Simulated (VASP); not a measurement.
# HfO3 (Pm-3m) in VASP: notebook, part 2 of 2

VASP 6.6.1.

## (3) Relaxation of cell and atoms, PBE

The input, INCAR:

```
PREC = Accurate
ENCUT = 600
EDIFF = 1E-7
ISMEAR = 0
SIGMA = 0.1
LREAL = False
LASPH = True
NELM = 80
ALGO = Normal
ISIF = 3
LWAVE = False
LCHARG = False
GGA = PE
IBRION = 2
NSW = 100
EDIFFG = -0.01
```

The input, KPOINTS:

```
Automatic mesh
0
Gamma
  14 14 14
```

The input, POSCAR:

```
HfO3
1.0
    3.3236241575      0.0000000000      0.0000000000
    0.0000000000      3.3236241575      0.0000000000
    0.0000000000      0.0000000000      3.3236241575
Hf O
1 3
Direct
    0.0000000000      0.0000000000      0.0000000000
    0.0000000000      0.5000000000      0.5000000000
    0.5000000000      0.0000000000      0.5000000000
    0.5000000000      0.5000000000      0.0000000000
```

Potentials or basis: VASP PAW PBE potentials, release 64 (Hf_pv, O).

The run is started by

```sh
$ cat potpaw_PBE.64/Hf_pv/POTCAR potpaw_PBE.64/O/POTCAR > POTCAR
$ mpirun -np 1 vasp_std > vasp.out
```

OUTCAR:

```text
PREC = Accurate
   ENCUT = 600
   EDIFF = 1E-7
   ISMEAR = 0
   LREAL = False
   LASPH = True
   NELM = 80
   ISIF = 3
   GGA = PE
   IBRION = 2
   NSW = 100
   EDIFFG = -0.01

 ion  position               nearest neighbor table
   1  0.000  0.000  0.000-   2 2.35   3 2.35   4 2.35   2 2.35   3 2.35   2 2.35   4 2.35   2 2.35
                             3 2.35   4 2.35   3 2.35   4 2.35
   2  0.000  0.500  0.500-   1 2.35   1 2.35   1 2.35   1 2.35
   3  0.500  0.000  0.500-   1 2.35   1 2.35   1 2.35   1 2.35
   4  0.500  0.500  0.000-   1 2.35   1 2.35   1 2.35   1 2.35

  LATTYP: Found a simple cubic cell.
 ALAT       =     3.3236241575

  Lattice vectors:

 A1 = (   3.3236241575,   0.0000000000,   0.0000000000)
 A2 = (   0.0000000000,   3.3236241575,   0.0000000000)
 A3 = (   0.0000000000,   0.0000000000,   3.3236241575)

Analysis of symmetry for initial positions (statically):
=====================================================================
 Subroutine PRICEL returns:
 Original cell was already a primitive cell.

 Routine SETGRP: Setting up the symmetry group for a
 simple cubic supercell.

 Subroutine GETGRP returns: Found 48 space group operations
 (whereof 48 operations were pure point group operations)
 out of a pool of 48 trial point group operations.

The static configuration has the point symmetry O_h .

Analysis of symmetry for dynamics (positions and initial velocities):
=====================================================================
 Subroutine PRICEL returns:
 Original cell was already a primitive cell.

 Routine SETGRP: Setting up the symmetry group for a
 simple cubic supercell.

 Subroutine GETGRP returns: Found 48 space group operations
 (whereof 48 operations were pure point group operations)
 out of a pool of 48 trial point group operations.

The dynamic configuration has the point symmetry O_h .

 Subroutine INISYM returns: Found 48 space group operations
 (whereof 48 operations are pure point group operations),
 and found     1 'primitive' translations

----------------------------------------------------------------------------------------

                                     Primitive cell

  volume of cell :      36.7143

  direct lattice vectors                    reciprocal lattice vectors
     3.323624157  0.000000000  0.000000000     0.300876378  0.000000000  0.000000000
     0.000000000  3.323624157  0.000000000     0.000000000  0.300876378  0.000000000
     0.000000000  0.000000000  3.323624157     0.000000000  0.000000000  0.300876378

  length of vectors
     3.323624157  3.323624157  3.323624157     0.300876378  0.300876378  0.300876378

  position of ions in fractional coordinates (direct lattice)
     0.000000000  0.000000000  0.000000000
     0.000000000  0.500000000  0.500000000
     0.500000000  0.000000000  0.500000000
     0.500000000  0.500000000  0.000000000

  ion indices of the primitive-cell ions
   primitive index   ion index
                 1           1
                 2           2
                 3           3
                 4           4

[... 29 lines left out ...]
  0.071429  0.000000  0.000000      6.000000
  0.142857  0.000000  0.000000      6.000000
  0.214286  0.000000  0.000000      6.000000
  0.285714  0.000000  0.000000      6.000000
  0.357143  0.000000  0.000000      6.000000
[... 16 lines left out ...]
  0.285714  0.214286  0.000000     24.000000
  0.357143  0.214286  0.000000     24.000000
 [... further k-points ...]
   k-points           NKPTS =    120   k-points in BZ     NKDIM =    120   number of bands    NBANDS=     18
   number of dos      NEDOS =    301   number of ions     NIONS =      4
   total plane-waves  NPLWV =  21952
   dimension x,y,z NGX =    28 NGY =   28 NGZ =   28
   dimension x,y,z NGXF=    56 NGYF=   56 NGZF=   56
   ions per type =               1   3
   NGX,Y,Z   is equivalent  to a cutoff of  14.01, 14.01, 14.01 a.u.
   NGXF,Y,Z  is equivalent  to a cutoff of  28.01, 28.01, 28.01 a.u.
 SYSTEM =  unknown system
   PREC   = accura    normal or accurate (medium, high low for compatibility)
   ISTART =      0    job   : 0-new  1-cont  2-samecut
   ICHARG =      2    charge: 1-file 2-atom 10-const
   ISPIN  =      1    spin polarized calculation?
   LNONCOLLINEAR =      F non collinear calculations
   LSORBIT =      F    spin-orbit coupling
   LASPH  =      T    aspherical Exc in radial PAW
   ENCUT  =  600.0 eV  44.10 Ry    6.64 a.u.   6.64  6.64  6.64*2*pi/ulx,y,z
   NELM   =     80;   NELMIN=  2; NELMDL= -5     # of ELM steps
   EDIFF  = 0.1E-06   stopping-criterion for ELM
   LREAL  =      F    real-space projection
   EDIFFG = -.1E-01   stopping-criterion for IOM
   NSW    =    100    number of steps for IOM
   IBRION =      2    ionic relax: 0-MD 1-quasi-New 2-CG
   NFREE  =      1    steps in history (QN), initial steepest desc. (CG)
   ISIF   =      3    stress and relaxation
   ISYM   =      2    0-nonsym 1-usesym 2-fastsym
   POTIM  = 0.5000    time-step for ionic-motion
   TEBEG  =    0.0;   TEEND  =   0.0 temperature during run
   PSTRESS=    0.0 pullay stress
   NELECT =      28.0000    total number of electrons
   NUPDOWN=      -1.0000    fix difference up-down
   EMIN   =  10.00;   EMAX   =-10.00  energy-range for DOS
   EFERMI =   0.00;   METHOD = LEGACY
   ISMEAR =     0;   SIGMA  =   0.10  broadening in eV -4-tet -1-fermi 0-gaus
   EFERMI_NEDOS =   21; number of points for ismear=-14 and -15
   IALGO  =     38    algorithm
   IMIX   =      4    mixing-type and parameters
     AMIX     =   0.40;   BMIX     =  1.00
     AMIX_MAG =   1.60;   BMIX_MAG =  1.00
  volume/ion in A,a.u.               =       9.18        61.94
  Fermi-wavevector in a.u.,A,eV,Ry     =   1.495715  2.826492 30.438467  2.237164
  Thomas-Fermi vector in A             =   2.607825
   LORBIT       =      0    0 simple, 1 ext, 2 COOP (PROOUT), +10 PAW based schemes
   GGA     = PE    functional components
   LHFCALC =     F    Hartree Fock is set to
   AEXX    =    0.0000 exact exchange contribution
   IVDW    =     0    specifies the selected vdW correction
   LEPSILON=     F    determine dielectric tensor
   LRPA    =     F    only Hartree local field effects (RPA)
 conjugate gradient relaxation of ions
 non-spin polarized calculation
 Gauss-broadening in eV      SIGMA  =   0.10
  energy-cutoff  :      600.00
  volume of cell :       36.71
 maximum number of plane-waves:      1250
 NGX is ok and might be reduce to    28
   NGX = 13   NGY = 13   NGZ = 13

--------------------------------------- Ionic step        1  -------------------------------------------

 number of electron      28.0000018 magnetization

 Free energy of the ion-electron system (eV)
  ---------------------------------------------------
  ext. energy  EPLUGINS =         0.00000000
  ---------------------------------------------------
  free energy    TOTEN  =       -30.96395457 eV

  energy without entropy =      -30.94856062  energy(sigma->0) =      -30.95625759

------------------------ aborting loop because EDIFF is reached ----------------------------------------

  FORCE on cell =-STRESS in cart. coord.  units (eV):
  Direction    XX          YY          ZZ          XY          YZ          ZX
  --------------------------------------------------------------------------------------
  -------------------------------------------------------------------------------------
  Total       -0.8192217     -0.8192217     -0.8192217      0.0000000      0.0000000      0.0000000
  in kB      -35.7500201    -35.7500201    -35.7500201      0.0000000      0.0000000      0.0000000
  external PRESSURE =     -35.7500201 kB  Pullay stress =       0.0000000 kB
[... 63 lines left out ...]
--------------------------------------- Ionic step        3  -------------------------------------------

 number of electron      28.0000021 magnetization

 Free energy of the ion-electron system (eV)
  ---------------------------------------------------
  ext. energy  EPLUGINS =         0.00000000
  ---------------------------------------------------
  free energy    TOTEN  =       -30.97015184 eV

  energy without entropy =      -30.95512157  energy(sigma->0) =      -30.96263670

 E-fermi :   5.7054     XC(G=0): -12.7769

 val. band max:        5.6946268299   @ k =   0.5000   0.3571   0.2857
 cond. band min:       5.7134888189   @ k =   0.2143   0.0714   0.0000
 fundamental gap:      0.0188619890
 Fermi energy:         5.7054060318

 k-point     1 :       0.0000    0.0000    0.0000
  band No.  band energies     occupation
      1     -25.2936      2.00000
      2     -25.2936      2.00000
      3     -25.2936      2.00000
      4     -14.9075      2.00000
      5     -10.8108      2.00000
      6     -10.8108      2.00000
[... 481 lines left out ...]
      5     -11.7109      2.00000
      6     -10.9714      2.00000
[... 10 lines left out ...]
     17      10.5675      0.00000
     18      11.1378      0.00000

 [... further k-points ...]
[... 5 lines left out ...]
  --------------------------------------------------------------------------------------
  -------------------------------------------------------------------------------------
  Total       -0.0001076     -0.0001076     -0.0001076      0.0000000      0.0000000     -0.0000000
  in kB       -0.0047671     -0.0047671     -0.0047671      0.0000000      0.0000000     -0.0000000
  external PRESSURE =      -0.0047671 kB  Pullay stress =       0.0000000 kB
[... 19 lines left out ...]
  FREE ENERGIE OF THE ION-ELECTRON SYSTEM (eV)
  ---------------------------------------------------
  free  energy   TOTEN  =       -30.9701518352 eV

  energy  without entropy=      -30.9551215708  energy(sigma->0) =      -30.96263670

 reached required accuracy - stopping structural energy minimisation
```

OSZICAR:

```text
N       E                     dE             d eps       ncg     rms          rms(c)
DAV:   1     0.152155359131E+03    0.15216E+03   -0.18098E+04  4320   0.175E+03
[... 29 lines left out ...]
DAV:   3    -0.309708294708E+02    0.34920E-02   -0.42089E-03  4332   0.560E-01    0.331E-01
DAV:   4    -0.309701725244E+02    0.65695E-03   -0.20203E-03  4530   0.342E-01    0.299E-01
DAV:   5    -0.309701651708E+02    0.73536E-05   -0.13545E-04  4876   0.839E-02    0.869E-02
DAV:   6    -0.309701521447E+02    0.13026E-04   -0.35759E-05  4564   0.466E-02    0.200E-02
DAV:   7    -0.309701522006E+02   -0.55888E-07   -0.38622E-06  4690   0.147E-02    0.178E-02
DAV:   8    -0.309701518642E+02    0.33639E-06   -0.20816E-06  4726   0.979E-03    0.208E-03
DAV:   9    -0.309701518352E+02    0.28981E-07   -0.11132E-07  2964   0.299E-03
   3 F= -.30970152E+02 E0= -.30962637E+02  d E =-.619726E-02
```

CONTCAR:

```text
HfO3
   1.00000000000000
     3.3070555234767469    0.0000000000000000    0.0000000000000000
     0.0000000000000000    3.3070555234767469    0.0000000000000000
     0.0000000000000000    0.0000000000000000    3.3070555234767469
  Hf              O
     1     3
Direct
     0.0000000000000000    0.0000000000000000    0.0000000000000000
     0.0000000000000000    0.5000000000000000    0.5000000000000000
     0.5000000000000000    0.0000000000000000    0.5000000000000000
     0.5000000000000000    0.5000000000000000    0.0000000000000000

  0.00000000E+00  0.00000000E+00  0.00000000E+00
  0.00000000E+00  0.00000000E+00  0.00000000E+00
  0.00000000E+00  0.00000000E+00  0.00000000E+00
  0.00000000E+00  0.00000000E+00  0.00000000E+00
```

Run time: 4.7 min. Hardware: 1 thread of Intel Xeon Platinum 8259CL at 2.50GHz (Skylake/Cascade Lake), shared host; peak memory 0.23 GiB.

Results:

- Free energy: -30.9702 eV
- Relaxed volume: 9.04 Å³/atom
- Relaxed cell: a = 3.307 Å, b = 3.307 Å, c = 3.307 Å, α = 90.00°, β = 90.00°, γ = 90.00°
- Space group after relaxing (to 0.05 Å): Pm-3m (No. 221)
- Energy gained by relaxing: 1.5 meV/atom
- Ionic steps: 3
- Pressure after relaxing: 0.0 GPa
- Band gap on the k mesh: zero (band 14 reaches 6.33 eV, above the bottom of band 15 at 5.21 eV)

The path:
| step | energy change (eV) | largest force (eV/Å) | pressure (GPa) | volume (Å³) |
| --- | --- | --- | --- | --- |
| 1 | 0.0000 | 0.0000 | -3.58 | 36.71 |
| 2 | -0.0001 | 0.0000 | 3.77 | 35.64 |
| 3 | -0.0062 | 0.0000 | 0.00 | 36.17 |

Final structure:
```
Hf O
1.0
     3.30706    0.00000    0.00000
     0.00000    3.30706    0.00000
     0.00000    0.00000    3.30706
Hf O
1 3
Direct
  0.00000 0.00000 0.00000
  0.00000 0.50000 0.50000
  0.50000 0.00000 0.50000
  0.50000 0.50000 0.00000
```

Caveat: spin-orbit coupling is left out, which moves the levels of the heavy elements.
